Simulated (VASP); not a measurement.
KCl:

```
K Cl
1.0
     3.83920    0.00000    0.00000
     0.00000    3.83920    0.00000
     0.00000    0.00000    3.83920
K Cl
1 1
Direct
  0.00000 0.00000 0.00000
  0.50000 0.50000 0.50000
```

Base run:

| Quantity | Value |
| --- | --- |
| Program | VASP 6.6.1 |
| Functional | PBE |
| Potentials or basis | VASP PAW PBE potentials, release 64 (K_sv, Cl) |
| Cutoff | 500 eV |
| k mesh | 4 × 4 × 4 |
| Occupations | methfessel-paxton, width 0.6 eV |
| Spin | no spin polarisation |

Its results: band gap on the k mesh 4.80 eV, indirect (least direct gap 5.00 eV); pressure -0.2 GPa.

Problem. The run is repeated on the same cell with these changes: k mesh from 4 × 4 × 4 to 2 × 2 × 2; occupations from methfessel-paxton, width 0.6 eV to gaussian, width 0.1 eV. What comes out?

Solution. Band gap on the k mesh 4.70 eV, indirect (least direct gap 4.91 eV); pressure 1.2 GPa.

Caveats: some runs use coarse meshes.

A k mesh can miss the band edges.
